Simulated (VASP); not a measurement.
Wanted: the native input for a VASP 6.6.1 run.

| Item | Value |
| --- | --- |
| Task | relaxation of cell and atoms |
| Functional | revPBE |
| Potentials or basis | VASP PAW PBE potentials, release 64 (W_sv, Si) |
| Cutoff | 600 eV |
| k mesh | 7 × 7 × 4 |
| Occupations | fermi-dirac, width 0.05 eV |
| Spin | no spin polarisation |
| Dipole correction | no |
| Further INCAR settings | ALGO = Normal; EDIFF = 1e-06; IBRION = 2; EDIFFG = -0.01; NSW = 60; ISIF = 3 |

The structure of Si2W lies in POSCAR:

```
Si2W
1.0
    4.6168523821      0.0000000000      0.0000000000
   -2.3084261911      3.9983114484      0.0000000000
    0.0000000000      0.0000000000      6.6532220000
W Si
3 6
Direct
    0.5000000000      0.0000000000      0.5000000000
    0.5000000000      0.5000000000      0.8333333333
    0.0000000000      0.5000000000      0.1666666667
    0.3272520000      0.1636260000      0.1666666667
    0.8363740000      0.1636260000      0.8333333333
    0.1636260000      0.3272520000      0.5000000000
    0.6727480000      0.8363740000      0.1666666667
    0.1636260000      0.8363740000      0.8333333333
    0.8363740000      0.6727480000      0.5000000000
```

These files were run (other wordings do the same):

INCAR

```
SYSTEM = Si2W
PREC     = Accurate       ! precision mode
ENCUT    = 600            ! plane-wave cutoff, eV
EDIFF    = 1E-6           ! SCF threshold, eV
ISMEAR   = -1             ! smearing method
SIGMA    = 0.05           ! smearing width, eV
LREAL    = .FALSE.        ! projectors in reciprocal space
LASPH    = .TRUE.         ! aspherical terms in the spheres
NELM     = 80             ! most SCF steps
ALGO     = Normal         ! electronic algorithm
ISIF     = 3              ! what is computed and relaxed
LWAVE    = .FALSE.        ! write WAVECAR
LCHARG   = .FALSE.        ! write CHGCAR
GGA      = RE             ! functional
IBRION   = 2              ! ionic algorithm
NSW      = 60             ! ionic steps
EDIFFG   = -0.01          ! ionic threshold
```

KPOINTS

```
Automatic mesh
0
G
  7 7 4
  0 0 0
```

Potentials or basis: VASP PAW PBE potentials, release 64 (W_sv, Si).

The run is started by

```sh
$ cat potpaw_PBE.64/W_sv/POTCAR potpaw_PBE.64/Si/POTCAR > POTCAR
$ mpirun -np 1 vasp_std > vasp.out
```

Results of the run:

| Item | Value |
| --- | --- |
| Relaxed volume | 13.73 Å³/atom |
| Relaxed cell | a = 4.626 Å, b = 4.626 Å, c = 6.666 Å, α = 90.00°, β = 90.00°, γ = 120.00° |
| Space group after relaxing (to 0.1 Å) | P6_222 (No. 180) |
| Energy gained by relaxing | 0.3 meV/atom |
| Ionic steps | 3 |
| Pressure after relaxing | 0.0 GPa |
| Largest force after relaxing | 0.005 eV/Å |
| Band gap on the k mesh | 0.23 eV (least direct gap 0.69 eV) |

Caveat: the PAW data sets were made with another functional, which shifts forces and pressure a little; spin-orbit coupling is left out, which moves the levels of the heavy elements; an odd mesh through Γ misses points on the zone boundary, where band edges can lie.

Wall time 10 min on 1 thread of Intel Xeon 8259CL (shared host), peak memory 0.36 GiB.
